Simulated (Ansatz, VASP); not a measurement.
Si3F4: VASP beside Ansatz

The input INCAR:

```
SYSTEM = Si3F4
  ALGO = Normal
  EDIFF = 1E-7
  ENCUT = 520
  GGA = PE
  ISIF = 2
  ISMEAR = 0
  ISPIN = 2
  LASPH = .True.
  LCHARG = .False.
  LORBIT = 11
  LREAL = .False.
  LWAVE = .False.
  MAGMOM = 0 0 0 1 1 1 1
  NBANDS = 33
  NELM = 150
  PREC = Accurate
  SIGMA = 0.1
```

Contents of KPOINTS:

```
k-points
0
Gamma
  6 6 4
  0 0 0
```

The input POSCAR:

```
Si3F4
1.0
    5.3423062196      0.0000000000      0.0000000000
   -2.6711531098      4.6265729009      0.0000000000
    0.0000000000      0.0000000000      3.8321944032
Si F
3 4
Direct
    0.5000000000      0.0000000000      0.5000000000
    0.0000000000      0.5000000000      0.5000000000
    0.5000000000      0.5000000000      0.5000000000
    0.0000000000      0.0000000000      0.5000000000
    0.5000000000      0.0000000000      0.0000000000
    0.0000000000      0.5000000000      0.0000000000
    0.5000000000      0.5000000000      0.0000000000
```

Input for Ansatz:

```yaml
crystal:
  lattice:
    - [5.3423062196, 0.0, 0.0]
    - [-2.6711531098, 4.6265729009, 0.0]
    - [0.0, 0.0, 3.8321944032]
  atoms:
    - { symbol: Si, position: [0.5, 0.0, 0.5] }
    - { symbol: Si, position: [0.0, 0.5, 0.5] }
    - { symbol: Si, position: [0.5, 0.5, 0.5] }
    - { symbol: F, position: [0.0, 0.0, 0.5], spin: 1.0 }
    - { symbol: F, position: [0.5, 0.0, 0.0], spin: 1.0 }
    - { symbol: F, position: [0.0, 0.5, 0.0], spin: 1.0 }
    - { symbol: F, position: [0.5, 0.5, 0.0], spin: 1.0 }
basis:
  ecutwfc: 420
kpoints:
  mp_grid: { grid: [6, 6, 4] }
hamiltonian:
  xc: pbe
scf:
  occupations: { method: gaussian, width: 0.1 }
  lower_state_search: "off"
output:
  forces: true
  stress: true
  eigenvalues: true
  populations: true
magnetization:
  spin_polarized: true
```

Alike in both runs: task single point; functional PBE; k mesh 6 × 6 × 4; occupations gaussian, width 0.1 eV; collinear spin.

|  | VASP | Ansatz |
| --- | --- | --- |
| version | VASP 6.6.1 | Ansatz 0.2.0 |
| potentials or method | VASP PAW PBE potentials, release 64 (Si, F), cutoff 520 eV | scalar-relativistic, plane waves, PAW |
| valence electrons in the cell | 40 | 40 |

Ansatz gave:

```
gap on the k mesh at the Fermi level (eV)                     : none
pressure (GPa)                                                : 0.0
traceless stress, the component that is largest in VASP (GPa) : 0.00
net moment per atom (μB)                                      : 0.00
```

Question: What did VASP give for the same quantities?

Answer: gap on the k mesh at the Fermi level (eV): none; pressure (GPa): -0.1; traceless stress, the component that is largest in VASP (GPa): 0.38; net moment per atom (μB): 0.00.

A gap of «none» marks a metal or a gap that the smearing closes. The functional is the same, so the differences come from potentials, cutoffs and numerics. Ansatz's warnings: seeded moment not kept.

The k mesh is coarse, so the values compare programs but aren't converged.
